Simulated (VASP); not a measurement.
# BN (I-4m2) in VASP: single point with r2SCAN

Aim: the single point of BN with r2SCAN.

Everything below comes from runs of VASP 6.6.1. Logs are shortened: lines on timing, memory, paths and dates and some standing lists are left out, and cuts for length are marked.

### 1 The cell of the first run

Symmetry: I-4m2, No. 119, tetragonal system. The conventional cell has a = 2.641 Å, b = 2.641 Å, c = 3.517 Å, α = 90.00°, β = 90.00°, γ = 90.00°. Within 2.1 Å of B (site symmetry -4m2) lie 4 N at 1.59 Å. N (site symmetry -4m2) has 4 B at 1.59 Å within 2.1 Å.

### 2 Single point, r2SCAN (strain +0.030 along x and y, -0.030 along z)

File POSCAR:

```
BN
1.0
    0.0000000000      1.8673910300      1.7586109700
    1.8673910300      0.0000000000      1.7586109700
    1.8673910300      1.8673910300      0.0000000000
B N
1 1
Direct
    0.0000000000      0.0000000000      0.0000000000
    0.7500000000      0.7500000000      0.7500000000
```

File INCAR.step1:

```
SYSTEM = BN
PREC     = Accurate       ! precision mode
ENCUT    = 520            ! plane-wave cutoff, eV
ISMEAR   = 0              ! smearing method
SIGMA    = 0.05           ! smearing width, eV
LREAL    = .False.        ! projectors in reciprocal space
LASPH    = .True.         ! aspherical terms in the spheres
NELM     = 80             ! most SCF steps
NBANDS   = 11             ! bands
GGA      = PE             ! functional
ALGO     = Normal         ! electronic algorithm
EDIFF    = 1E-4           ! SCF threshold, eV
LWAVE    = .True.         ! write WAVECAR
LCHARG   = .False.        ! write CHGCAR
```

File INCAR.step2:

```
SYSTEM = BN
PREC     = Accurate       ! precision mode
ENCUT    = 520            ! plane-wave cutoff, eV
EDIFF    = 1E-7           ! SCF threshold, eV
ISMEAR   = 0              ! smearing method
SIGMA    = 0.05           ! smearing width, eV
LREAL    = .False.        ! projectors in reciprocal space
LASPH    = .True.         ! aspherical terms in the spheres
NELM     = 80             ! most SCF steps
ALGO     = Normal         ! electronic algorithm
ISIF     = 2              ! what is computed and relaxed
LWAVE    = .False.        ! write WAVECAR
LCHARG   = .True.         ! write CHGCAR
METAGGA  = R2SCAN         ! meta-GGA
LMIXTAU  = .True.       
LELF     = .True.         ! ELF
LVHAR    = .True.       
NBANDS   = 11             ! bands
ISTART   = 1
```

File KPOINTS:

```
Automatic mesh
0
Gamma
  12 12 12
  0 0 0
```

Potentials or basis: VASP PAW PBE potentials, release 64 (B, N).

Launch:

```
$ cat potpaw_PBE.64/B/POTCAR potpaw_PBE.64/N/POTCAR > POTCAR
$ cp INCAR.step1 INCAR
$ mpirun -np 1 vasp_std > vasp.out
$ cp INCAR.step2 INCAR
$ mpirun -np 1 vasp_std > vasp.out
```

OUTCAR:

```text
SYSTEM = BN
   PREC = Accurate
   ENCUT = 520
   EDIFF = 1E-7
   ISMEAR = 0
   LREAL = .False.
   LASPH = .True.
   NELM = 80
   ISIF = 2
   METAGGA = R2SCAN
   ISTART = 1

 ion  position               nearest neighbor table
   1  0.000  0.000  0.000-   2 1.59   2 1.59   2 1.59   2 1.59
   2  0.750  0.750  0.750-   1 1.59   1 1.59   1 1.59   1 1.59

  LATTYP: Found a body centered tetragonal cell.
 ALAT       =     2.6408897209
 C/A-ratio  =     1.3318321898

  Lattice vectors:

 A1 = (   0.0000000000,  -1.8673910300,  -1.7586109700)
 A2 = (   0.0000000000,   1.8673910300,  -1.7586109700)
 A3 = (   1.8673910300,   0.0000000000,   1.7586109700)

Analysis of symmetry for initial positions (statically):
=====================================================================
 Subroutine PRICEL returns:
 Original cell was already a primitive cell.

 Routine SETGRP: Setting up the symmetry group for a
 body centered tetragonal supercell.

 Subroutine GETGRP returns: Found  8 space group operations
 (whereof  8 operations were pure point group operations)
 out of a pool of 16 trial point group operations.

The static configuration has the point symmetry D_2d.

Analysis of symmetry for dynamics (positions and initial velocities):
=====================================================================
 Subroutine PRICEL returns:
 Original cell was already a primitive cell.

 Routine SETGRP: Setting up the symmetry group for a
 body centered tetragonal supercell.

 Subroutine GETGRP returns: Found  8 space group operations
 (whereof  8 operations were pure point group operations)
 out of a pool of 16 trial point group operations.

The dynamic configuration has the point symmetry D_2d.

 Subroutine INISYM returns: Found  8 space group operations
 (whereof  8 operations are pure point group operations),
 and found     1 'primitive' translations

----------------------------------------------------------------------------------------

                                     Primitive cell

  volume of cell :      12.2651

  direct lattice vectors                    reciprocal lattice vectors
     0.000000000  1.867391030  1.758610970    -0.267753241  0.267753241  0.284315297
     1.867391030  0.000000000  1.758610970     0.267753241 -0.267753241  0.284315297
     1.867391030  1.867391030  0.000000000     0.267753241  0.267753241 -0.284315297

  length of vectors
     2.565124130  2.565124130  2.640889721     0.473517459  0.473517459  0.473517459

  position of ions in fractional coordinates (direct lattice)
     0.000000000  0.000000000  0.000000000
     0.750000000  0.750000000  0.750000000

  ion indices of the primitive-cell ions
   primitive index   ion index
                 1           1
                 2           2

----------------------------------------------------------------------------------------

 KPOINTS: Automatic mesh

Automatic generation of k-mesh.
 Grid dimensions read from file:
 generate k-points for:   12   12   12

 Generating k-lattice:

  Cartesian coordinates                     Fractional coordinates (reciprocal lattice)
    -0.022312770  0.022312770  0.023692941     0.083333333 -0.000000000  0.000000000
     0.022312770 -0.022312770  0.023692941    -0.000000000  0.083333333  0.000000000
     0.022312770  0.022312770 -0.023692941     0.000000000  0.000000000  0.083333333

  Length of vectors
     0.039459788  0.039459788  0.039459788

  Shift w.r.t. Gamma in fractional coordinates (k-lattice)
     0.000000000  0.000000000  0.000000000

 Subroutine IBZKPT returns following result:
 ===========================================

 Found    163 irreducible k-points:

 Following reciprocal coordinates:
            Coordinates               Weight
  0.000000  0.000000  0.000000      1.000000
  0.083333 -0.000000  0.000000      8.000000
  0.166667  0.000000  0.000000      8.000000
  0.250000 -0.000000  0.000000      8.000000
  0.333333  0.000000  0.000000      8.000000
  0.416667  0.000000  0.000000      8.000000
[... 16 lines left out ...]
  0.500000  0.166667  0.000000      8.000000
 -0.416667  0.166667  0.000000      8.000000
 [... further k-points ...]
   k-points           NKPTS =    163   k-points in BZ     NKDIM =    163   number of bands    NBANDS=     11
   number of dos      NEDOS =    301   number of ions     NIONS =      2
   total plane-waves  NPLWV =   8000
   dimension x,y,z NGX =    20 NGY =   20 NGZ =   20
   dimension x,y,z NGXF=    40 NGYF=   40 NGZF=   40
   ions per type =               1   1
   NGX,Y,Z   is equivalent  to a cutoff of  12.96, 12.96, 12.59 a.u.
   NGXF,Y,Z  is equivalent  to a cutoff of  25.92, 25.92, 25.18 a.u.
 SYSTEM =  BN
   PREC   = accura    normal or accurate (medium, high low for compatibility)
   ISTART =      1    job   : 0-new  1-cont  2-samecut
   ICHARG =      0    charge: 1-file 2-atom 10-const
   ISPIN  =      1    spin polarized calculation?
   LNONCOLLINEAR =      F non collinear calculations
   LSORBIT =      F    spin-orbit coupling
   LASPH  =      T    aspherical Exc in radial PAW
   ENCUT  =  520.0 eV  38.22 Ry    6.18 a.u.   4.77  4.77  4.91*2*pi/ulx,y,z
   NELM   =     80;   NELMIN=  2; NELMDL=  0     # of ELM steps
   EDIFF  = 0.1E-06   stopping-criterion for ELM
   LREAL  =      F    real-space projection
   EDIFFG = 0.1E-05   stopping-criterion for IOM
   NSW    =      0    number of steps for IOM
   IBRION =     -1    ionic relax: 0-MD 1-quasi-New 2-CG
   NFREE  =      0    steps in history (QN), initial steepest desc. (CG)
   ISIF   =      2    stress and relaxation
   ISYM   =      2    0-nonsym 1-usesym 2-fastsym
   POTIM  = 0.5000    time-step for ionic-motion
   TEBEG  =    0.0;   TEEND  =   0.0 temperature during run
   PSTRESS=    0.0 pullay stress
   NELECT =       8.0000    total number of electrons
   NUPDOWN=      -1.0000    fix difference up-down
   EMIN   =  10.00;   EMAX   =-10.00  energy-range for DOS
   EFERMI =   0.00;   METHOD = LEGACY
   ISMEAR =     0;   SIGMA  =   0.05  broadening in eV -4-tet -1-fermi 0-gaus
   EFERMI_NEDOS =   21; number of points for ismear=-14 and -15
   IALGO  =     38    algorithm
   IMIX   =      4    mixing-type and parameters
     AMIX     =   0.40;   BMIX     =  1.00
     AMIX_MAG =   1.60;   BMIX_MAG =  1.00
  volume/ion in A,a.u.               =       6.13        41.38
  Fermi-wavevector in a.u.,A,eV,Ry     =   1.419759  2.682956 27.425488  2.015716
  Thomas-Fermi vector in A             =   2.540746
   LORBIT       =      0    0 simple, 1 ext, 2 COOP (PROOUT), +10 PAW based schemes
   METAGGA = R2SCAN    functional components
   LHFCALC =     F    Hartree Fock is set to
   AEXX    =    0.0000 exact exchange contribution
   IVDW    =     0    specifies the selected vdW correction
   LEPSILON=     F    determine dielectric tensor
   LRPA    =     F    only Hartree local field effects (RPA)
 non-spin polarized calculation
 Gauss-broadening in eV      SIGMA  =   0.05
  energy-cutoff  :      520.00
  volume of cell :       12.27
 maximum number of plane-waves:       344
   NGX =  9   NGY =  9   NGZ =  9

 number of electron       8.0000002 magnetization

 Free energy of the ion-electron system (eV)
  ---------------------------------------------------
  ext. energy  EPLUGINS =         0.00000000
  ---------------------------------------------------
  free energy    TOTEN  =       -19.09732507 eV

  energy without entropy =      -19.09732507  energy(sigma->0) =      -19.09732507

 E-fermi :   7.4397     XC(G=0): -13.4502

 val. band max:        7.1474982162   @ k =   0.0000   0.0000   0.0000
 cond. band min:      11.0810125387   @ k =   0.5000   0.5000   0.0000
 fundamental gap:      3.9335143225
 Fermi energy:         7.4396545787

 k-point     1 :       0.0000    0.0000    0.0000
  band No.  band energies     occupation
      1     -14.0651      2.00000
      2       6.6148      2.00000
      3       6.6148      2.00000
      4       7.1475      2.00000
      5      15.8866      0.00000
      6      16.3065      0.00000
      7      16.3065      0.00000
      8      17.1898      0.00000
      9      32.2128      0.00000
     10      33.5619      0.00000
     11      35.1345      0.00000

 k-point     2 :       0.0833   -0.0000    0.0000
  band No.  band energies     occupation
      1     -13.8951      2.00000
      2       5.8156      2.00000
      3       6.4133      2.00000
      4       6.8668      2.00000
      5      16.0104      0.00000
      6      16.5677      0.00000
      7      16.5869      0.00000
      8      17.8425      0.00000
      9      31.9212      0.00000
     10      32.0303      0.00000
     11      33.4085      0.00000

 k-point     3 :       0.1667    0.0000    0.0000
  band No.  band energies     occupation
      1     -13.3924      2.00000
      2       3.7252      2.00000
      3       5.9202      2.00000
      4       6.4482      2.00000
      5      16.2211      0.00000
      6      17.1449      0.00000
      7      17.2266      0.00000
      8      19.3375      0.00000
      9      30.6745      0.00000
     10      31.1726      0.00000
     11      32.4689      0.00000
[... 267 lines left out ...]
 k-point    23 :       0.5000    0.1667    0.0000
  band No.  band energies     occupation
      1      -9.6394      2.00000
      2      -3.0644      2.00000
      3       3.4424      2.00000
      4       3.5382      2.00000
      5      15.4637      0.00000
      6      19.7780      0.00000
      7      19.9554      0.00000
      8      22.0247      0.00000
      9      28.4639      0.00000
     10      34.2170      0.00000
     11      35.2251      0.00000

 k-point    24 :      -0.4167    0.1667    0.0000
  band No.  band energies     occupation
      1      -9.5865      2.00000
      2      -3.1594      2.00000
      3       3.1344      2.00000
      4       3.7411      2.00000
      5      15.8288      0.00000
      6      19.4282      0.00000
      7      19.8021      0.00000
      8      23.0971      0.00000
      9      28.2672      0.00000
     10      32.8596      0.00000
     11      34.2082      0.00000

 [... further k-points ...]

------------------------ aborting loop because EDIFF is reached ----------------------------------------

  FORCE on cell =-STRESS in cart. coord.  units (eV):
  Direction    XX          YY          ZZ          XY          YZ          ZX
  --------------------------------------------------------------------------------------
  -------------------------------------------------------------------------------------
  Total       -1.9704666     -1.9704666      0.6416584      0.0000000      0.0000000     -0.0000000
  in kB     -257.4004752   -257.4004752     83.8193185      0.0000000      0.0000000     -0.0000000
  external PRESSURE =    -143.6605439 kB  Pullay stress =       0.0000000 kB

 VOLUME and BASIS-vectors are now :
 -----------------------------------------------------------------------------
  energy-cutoff  :      520.00
  volume of cell :       12.27
      direct lattice vectors                 reciprocal lattice vectors
     0.000000000  1.867391030  1.758610970    -0.267753241  0.267753241  0.284315297
     1.867391030  0.000000000  1.758610970     0.267753241 -0.267753241  0.284315297
     1.867391030  1.867391030  0.000000000     0.267753241  0.267753241 -0.284315297

 POSITION                                       TOTAL-FORCE (eV/Angst)
 -----------------------------------------------------------------------------------
      0.00000      0.00000      0.00000        -0.000000     -0.000000      0.000000
      2.80109      2.80109      2.63792         0.000000      0.000000     -0.000000
 -----------------------------------------------------------------------------------
    total drift:                               -0.000001     -0.000001      0.000002

  FREE ENERGIE OF THE ION-ELECTRON SYSTEM (eV)
  ---------------------------------------------------
  free  energy   TOTEN  =       -19.0973250707 eV

  energy  without entropy=      -19.0973250707  energy(sigma->0) =      -19.09732507
```

Run time: 2 min. Hardware: 1 thread of Intel Xeon 8259CL, shared host; peak memory 0.14 GiB.

What came out:

```yaml
Free_energy: -19.0973 eV
Pressure: -14.4 GPa
Band_gap_on_the_k_mesh: 3.93 eV, indirect (least direct gap 8.74 eV)
```

Caveat: the cell differs from its parent crystal (strain +0.030 along x and y, -0.030 along z); the PAW data sets were made with another functional, which shifts forces and pressure a little.
